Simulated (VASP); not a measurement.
# MgO (I4mm) in VASP: notebook

The runs below take MgO through single point, with PBE.

All numbers are computed with VASP 6.6.1; they aren't measurements. Logs are shortened: lines on timing, memory, paths and dates and some standing lists are left out, and cuts for length are marked.

## Step 1: The cell of the first run

Symmetry: I4mm, No. 107, tetragonal system. Conventional cell: a = 3.033 Å, b = 3.033 Å, c = 4.290 Å, α = 90.00°, β = 90.00°, γ = 90.00°. Mg (site symmetry 4mm) has 6 O at 2.07 to 2.22 Å within 2.7 Å. Within 2.7 Å of O (site symmetry 4mm) lie 6 Mg at 2.07 to 2.22 Å.

## Step 2: Single point, PBE

The input, INCAR:

```
SYSTEM = MgO
PREC = Accurate
ENCUT = 600
EDIFF = 1E-6
ISMEAR = 0
SIGMA = 0.05
LREAL = .False.
LASPH = .True.
NELM = 120
ALGO = Normal
ISIF = 2
LWAVE = .False.
LCHARG = .True.
GGA = PE
LELF = .True.
LVHAR = .True.
NBANDS = 11
GGA_COMPAT = .False.
```

The input, KPOINTS:

```
Automatic mesh
0
Gamma
  10 10 10
  0 0 0
```

The input, POSCAR:

```
MgO
1.0
    0.0000000000      2.1448745921      2.1448745921
    2.1448745921      0.0000000000      2.1448745921
    2.1448745921      2.1448745921      0.0000000000
Mg O
1 1
Direct
    0.0066530921      0.0066530921     -0.0066530921
    0.4898929056      0.4898929056      0.5101070944
```

Potentials or basis: VASP PAW PBE potentials, release 64 (Mg, O).

On the command line:

```sh
$ cat potpaw_PBE.64/Mg/POTCAR potpaw_PBE.64/O/POTCAR > POTCAR
$ mpirun -np 1 vasp_std > vasp.out
```

OUTCAR:

```text
SYSTEM = MgO
   PREC = Accurate
   ENCUT = 600
   EDIFF = 1E-6
   ISMEAR = 0
   LREAL = .False.
   LASPH = .True.
   NELM = 120
   ISIF = 2
   GGA = PE

 ion  position               nearest neighbor table
   1  0.007  0.007  0.993-   2 2.07   2 2.15   2 2.15   2 2.15   2 2.15   2 2.22
   2  0.490  0.490  0.510-   1 2.07   1 2.15   1 2.15   1 2.15   1 2.15   1 2.22

  LATTYP: Found a face centered cubic cell.
 ALAT       =     4.2897491842

  Lattice vectors:

 A1 = (   0.0000000000,   2.1448745921,   2.1448745921)
 A2 = (   2.1448745921,   0.0000000000,   2.1448745921)
 A3 = (   2.1448745921,   2.1448745921,   0.0000000000)

Analysis of symmetry for initial positions (statically):
=====================================================================
 Subroutine PRICEL returns:
 Original cell was already a primitive cell.

 Routine SETGRP: Setting up the symmetry group for a
 face centered cubic supercell.

 Subroutine GETGRP returns: Found  8 space group operations
 (whereof  8 operations were pure point group operations)
 out of a pool of 48 trial point group operations.

The static configuration has the point symmetry C_4v.

Analysis of symmetry for dynamics (positions and initial velocities):
=====================================================================
 Subroutine PRICEL returns:
 Original cell was already a primitive cell.

 Routine SETGRP: Setting up the symmetry group for a
 face centered cubic supercell.

 Subroutine GETGRP returns: Found  8 space group operations
 (whereof  8 operations were pure point group operations)
 out of a pool of 48 trial point group operations.

The dynamic configuration has the point symmetry C_4v.

 Subroutine INISYM returns: Found  8 space group operations
 (whereof  8 operations are pure point group operations),
 and found     1 'primitive' translations

----------------------------------------------------------------------------------------

                                     Primitive cell

  volume of cell :      19.7349

  direct lattice vectors                    reciprocal lattice vectors
     0.000000000  2.144874592  2.144874592    -0.233113862  0.233113862  0.233113862
     2.144874592  0.000000000  2.144874592     0.233113862 -0.233113862  0.233113862
     2.144874592  2.144874592  0.000000000     0.233113862  0.233113862 -0.233113862

  length of vectors
     3.033310738  3.033310738  3.033310738     0.403765053  0.403765053  0.403765053

  position of ions in fractional coordinates (direct lattice)
     0.006653092  0.006653092  0.993346908
     0.489892906  0.489892906  0.510107094

  ion indices of the primitive-cell ions
   primitive index   ion index
                 1           1
                 2           2

----------------------------------------------------------------------------------------

 KPOINTS: Automatic mesh

Automatic generation of k-mesh.
 Grid dimensions read from file:
 generate k-points for:   10   10   10

 Generating k-lattice:

  Cartesian coordinates                     Fractional coordinates (reciprocal lattice)
    -0.023311386  0.023311386  0.023311386     0.100000000  0.000000000  0.000000000
     0.023311386 -0.023311386  0.023311386     0.000000000  0.100000000  0.000000000
     0.023311386  0.023311386 -0.023311386     0.000000000  0.000000000  0.100000000

  Length of vectors
     0.040376505  0.040376505  0.040376505

  Shift w.r.t. Gamma in fractional coordinates (k-lattice)
     0.000000000  0.000000000  0.000000000

 Subroutine IBZKPT returns following result:
 ===========================================

 Found    102 irreducible k-points:

 Following reciprocal coordinates:
            Coordinates               Weight
  0.000000  0.000000  0.000000      1.000000
  0.100000  0.000000  0.000000      8.000000
  0.200000  0.000000  0.000000      8.000000
  0.300000  0.000000  0.000000      8.000000
  0.400000  0.000000  0.000000      8.000000
  0.500000  0.000000  0.000000      4.000000
[... 16 lines left out ...]
 -0.100000  0.100000  0.000000      4.000000
  0.000000 -0.100000  0.100000      8.000000
 [... further k-points ...]
   k-points           NKPTS =    102   k-points in BZ     NKDIM =    102   number of bands    NBANDS=     11
   number of dos      NEDOS =    301   number of ions     NIONS =      2
   total plane-waves  NPLWV =  13824
   dimension x,y,z NGX =    24 NGY =   24 NGZ =   24
   dimension x,y,z NGXF=    48 NGYF=   48 NGZF=   48
   ions per type =               1   1
   NGX,Y,Z   is equivalent  to a cutoff of  13.15, 13.15, 13.15 a.u.
   NGXF,Y,Z  is equivalent  to a cutoff of  26.31, 26.31, 26.31 a.u.
 SYSTEM =  MgO
   PREC   = accura    normal or accurate (medium, high low for compatibility)
   ISTART =      0    job   : 0-new  1-cont  2-samecut
   ICHARG =      2    charge: 1-file 2-atom 10-const
   ISPIN  =      1    spin polarized calculation?
   LNONCOLLINEAR =      F non collinear calculations
   LSORBIT =      F    spin-orbit coupling
   LASPH  =      T    aspherical Exc in radial PAW
   ENCUT  =  600.0 eV  44.10 Ry    6.64 a.u.   6.06  6.06  6.06*2*pi/ulx,y,z
   NELM   =    120;   NELMIN=  2; NELMDL= -5     # of ELM steps
   EDIFF  = 0.1E-05   stopping-criterion for ELM
   LREAL  =      F    real-space projection
   EDIFFG = 0.1E-04   stopping-criterion for IOM
   NSW    =      0    number of steps for IOM
   IBRION =     -1    ionic relax: 0-MD 1-quasi-New 2-CG
   NFREE  =      0    steps in history (QN), initial steepest desc. (CG)
   ISIF   =      2    stress and relaxation
   ISYM   =      2    0-nonsym 1-usesym 2-fastsym
   POTIM  = 0.5000    time-step for ionic-motion
   TEBEG  =    0.0;   TEEND  =   0.0 temperature during run
   PSTRESS=    0.0 pullay stress
   NELECT =       8.0000    total number of electrons
   NUPDOWN=      -1.0000    fix difference up-down
   EMIN   =  10.00;   EMAX   =-10.00  energy-range for DOS
   EFERMI =   0.00;   METHOD = LEGACY
   ISMEAR =     0;   SIGMA  =   0.05  broadening in eV -4-tet -1-fermi 0-gaus
   EFERMI_NEDOS =   21; number of points for ismear=-14 and -15
   IALGO  =     38    algorithm
   IMIX   =      4    mixing-type and parameters
     AMIX     =   0.40;   BMIX     =  1.00
     AMIX_MAG =   1.60;   BMIX_MAG =  1.00
  volume/ion in A,a.u.               =       9.87        66.59
  Fermi-wavevector in a.u.,A,eV,Ry     =   1.211601  2.289594 19.973036  1.467977
  Thomas-Fermi vector in A             =   2.347111
   LORBIT       =      0    0 simple, 1 ext, 2 COOP (PROOUT), +10 PAW based schemes
   GGA     = PE    functional components
   LHFCALC =     F    Hartree Fock is set to
   AEXX    =    0.0000 exact exchange contribution
   IVDW    =     0    specifies the selected vdW correction
   LEPSILON=     F    determine dielectric tensor
   LRPA    =     F    only Hartree local field effects (RPA)
 non-spin polarized calculation
 Gauss-broadening in eV      SIGMA  =   0.05
  energy-cutoff  :      600.00
  volume of cell :       19.73
 maximum number of plane-waves:       678
   NGX = 13   NGY = 13   NGZ = 13

 number of electron       8.0000002 magnetization

 Free energy of the ion-electron system (eV)
  ---------------------------------------------------
  ext. energy  EPLUGINS =         0.00000000
  ---------------------------------------------------
  free energy    TOTEN  =       -11.89640656 eV

  energy without entropy =      -11.89640656  energy(sigma->0) =      -11.89640656

 E-fermi :   3.0289     XC(G=0): -10.8200

 val. band max:        2.7813289987   @ k =   0.0000   0.0000   0.0000
 cond. band min:       6.9923326663   @ k =   0.0000   0.0000   0.0000
 fundamental gap:      4.2110036675
 Fermi energy:         3.0289488962

 k-point     1 :       0.0000    0.0000    0.0000
  band No.  band energies     occupation
      1     -14.2084      2.00000
      2       2.7740      2.00000
      3       2.7813      2.00000
      4       2.7813      2.00000
      5       6.9923      0.00000
      6      18.2838      0.00000
      7      18.2935      0.00000
      8      18.2935      0.00000
      9      22.0370      0.00000
     10      23.7658      0.00000
     11      23.7750      0.00000

 k-point     2 :       0.1000    0.0000    0.0000
  band No.  band energies     occupation
      1     -14.1127      2.00000
      2       2.1362      2.00000
      3       2.7173      2.00000
      4       2.7205      2.00000
      5       7.6267      0.00000
      6      17.0447      0.00000
      7      18.5069      0.00000
      8      18.5106      0.00000
      9      22.9521      0.00000
     10      22.9647      0.00000
     11      23.5992      0.00000

 k-point     3 :       0.2000    0.0000    0.0000
  band No.  band energies     occupation
      1     -13.8505      2.00000
      2       0.8717      2.00000
      3       2.5629      2.00000
      4       2.5660      2.00000
      5       8.8269      0.00000
      6      15.5106      0.00000
      7      18.9102      0.00000
      8      18.9163      0.00000
      9      22.2548      0.00000
     10      22.2776      0.00000
     11      24.1841      0.00000

 k-point     4 :       0.3000    0.0000    0.0000
  band No.  band energies     occupation
      1     -13.4988      2.00000
      2      -0.3701      2.00000
      3       2.3809      2.00000
      4       2.3840      2.00000
      5       9.8129      0.00000
      6      14.7146      0.00000
      7      18.9244      0.00000
      8      18.9258      0.00000
      9      22.7221      0.00000
     10      22.7334      0.00000
     11      23.5690      0.00000
[... 239 lines left out ...]
 k-point    22 :       0.0000   -0.2000    0.1000
  band No.  band energies     occupation
      1     -13.6713      2.00000
      2       0.3661      2.00000
      3       2.1655      2.00000
      4       2.5295      2.00000
      5       9.5715      0.00000
      6      14.9262      0.00000
      7      18.3374      0.00000
      8      19.4835      0.00000
      9      21.0350      0.00000
     10      23.1284      0.00000
     11      25.1866      0.00000

 k-point    23 :      -0.1000    0.1000    0.0000
  band No.  band energies     occupation
      1     -13.9623      2.00000
      2       1.4418      2.00000
      3       2.4688      2.00000
      4       2.6785      2.00000
      5       8.4252      0.00000
      6      15.9853      0.00000
      7      18.5688      0.00000
      8      18.9321      0.00000
      9      21.5742      0.00000
     10      23.0560      0.00000
     11      24.9701      0.00000

 k-point    24 :       0.0000   -0.1000    0.1000
  band No.  band energies     occupation
      1     -13.9622      2.00000
      2       1.4428      2.00000
      3       2.4709      2.00000
      4       2.6759      2.00000
      5       8.4214      0.00000
      6      15.9903      0.00000
      7      18.5625      0.00000
      8      18.9369      0.00000
      9      21.6031      0.00000
     10      23.0535      0.00000
     11      24.9292      0.00000

 [... further k-points ...]

------------------------ aborting loop because EDIFF is reached ----------------------------------------

  FORCE on cell =-STRESS in cart. coord.  units (eV):
  Direction    XX          YY          ZZ          XY          YZ          ZX
  --------------------------------------------------------------------------------------
  -------------------------------------------------------------------------------------
  Total       -0.5706603     -0.5706603     -0.3853767      0.0000000      0.0000000      0.0000000
  in kB      -46.3289591    -46.3289591    -31.2867445      0.0000000      0.0000000      0.0000000
  external PRESSURE =     -41.3148876 kB  Pullay stress =       0.0000000 kB

 VOLUME and BASIS-vectors are now :
 -----------------------------------------------------------------------------
  energy-cutoff  :      600.00
  volume of cell :       19.73
      direct lattice vectors                 reciprocal lattice vectors
     0.000000000  2.144874592  2.144874592    -0.233113862  0.233113862  0.233113862
     2.144874592  0.000000000  2.144874592     0.233113862 -0.233113862  0.233113862
     2.144874592  2.144874592  0.000000000     0.233113862  0.233113862 -0.233113862

 POSITION                                       TOTAL-FORCE (eV/Angst)
 -----------------------------------------------------------------------------------
      2.14487      2.14487      0.02854         0.000000      0.000000     -0.313525
      2.14487      2.14487      2.10152         0.000000      0.000000      0.313525
 -----------------------------------------------------------------------------------
    total drift:                               -0.000000     -0.000000      0.000053

  FREE ENERGIE OF THE ION-ELECTRON SYSTEM (eV)
  ---------------------------------------------------
  free  energy   TOTEN  =       -11.8964065623 eV

  energy  without entropy=      -11.8964065623  energy(sigma->0) =      -11.89640656
```

Run time: 7.6 s. Hardware: 1 thread of Intel Xeon 6975P-C (Granite Rapids), shared host; peak memory 0.16 GiB.

Results:

* Free energy: -11.8964 eV
* Pressure: -4.1 GPa
* Largest force: 0.314 eV/Å
* Band gap on the k mesh: 4.21 eV, direct

Forces on the atoms (eV/Å):
```
Mg   0.000  0.000 -0.314
O    0.000  0.000  0.314
```

Levels at points of the mesh, in eV from the valence-band top:
| k point | band 1 | band 2 | band 3 | band 4 | band 5 | band 6 | band 7 | band 8 |
| --- | --- | --- | --- | --- | --- | --- | --- | --- |
| (0.00, 0.00, 0.00) | -16.99 | -0.01 | 0.00 | 0.00 | 4.21 | 15.50 | 15.51 | 15.51 |
| (0.50, 0.00, 0.00) | -15.84 | -4.38 | -0.59 | -0.59 | 7.56 | 11.97 | 15.75 | 15.77 |
| (0.50, 0.50, 0.00) | -15.60 | -3.85 | -1.27 | -1.27 | 9.05 | 9.36 | 12.54 | 18.16 |
| (0.00, 0.50, 0.50) | -15.60 | -3.86 | -1.27 | -1.27 | 9.07 | 9.37 | 12.53 | 18.14 |

Expect the measured gap to be larger: semilocal functionals such as PBE lack the derivative discontinuity.

## Step 3: Single point, PBE

This run uses another cell than the first one, of 10.12 Å³/atom, 1.025 times its volume.

The input, INCAR:

```
SYSTEM = MgO
PREC = Accurate
ENCUT = 600
EDIFF = 1E-6
ISMEAR = 0
SIGMA = 0.05
LREAL = .FALSE.
LASPH = .TRUE.
NELM = 120
ALGO = Normal
ISIF = 2
LWAVE = .FALSE.
LCHARG = .TRUE.
GGA = PE
LELF = .TRUE.
LVHAR = .TRUE.
NBANDS = 11
GGA_COMPAT = .FALSE.
```

The input, KPOINTS:

```
Automatic mesh
0
G
  10 10 10
  0 0 0
```

The input, POSCAR:

```
MgO
1.0
    0.0000000000      2.1627432290      2.1627432290
    2.1627432290      0.0000000000      2.1627432290
    2.1627432290      2.1627432290      0.0000000000
Mg O
1 1
Direct
    0.0066530921      0.0066530921     -0.0066530921
    0.4898929056      0.4898929056      0.5101070944
```

Potentials or basis: VASP PAW PBE potentials, release 64 (Mg, O).

On the command line:

```sh
$ cat potpaw_PBE.64/Mg/POTCAR potpaw_PBE.64/O/POTCAR > POTCAR
$ mpirun -np 1 vasp_std > vasp.out
```

It took 7.7 s on 1 thread of Intel Xeon 6975P-C (Granite Rapids), shared host; peak memory 0.15 GiB.

It converged, with:

- Free energy: -11.8796 eV
- Pressure: -7.3 GPa
- Largest force: 0.276 eV/Å
- Band gap on the k mesh: 3.99 eV, direct

Forces on the atoms (eV/Å):
```
Mg   0.000  0.000 -0.276
O    0.000  0.000  0.276
```

Stress tensor (GPa, compression positive):
```
-7.77  0.00  0.00
 0.00 -7.77  0.00
 0.00  0.00 -6.39
```

Levels at points of the mesh, in eV from the valence-band top:
```csv
k point,band 2,band 3,band 4,band 5,band 6,band 7
"(0.00, 0.00, 0.00)",-0.01,0.00,0.00,3.99,15.36,15.37
"(0.50, 0.00, 0.00)",-4.28,-0.57,-0.57,7.41,11.69,15.50
"(0.50, 0.50, 0.00)",-3.76,-1.24,-1.24,9.02,9.10,12.28
"(0.00, 0.50, 0.50)",-3.76,-1.24,-1.24,9.03,9.11,12.28
```
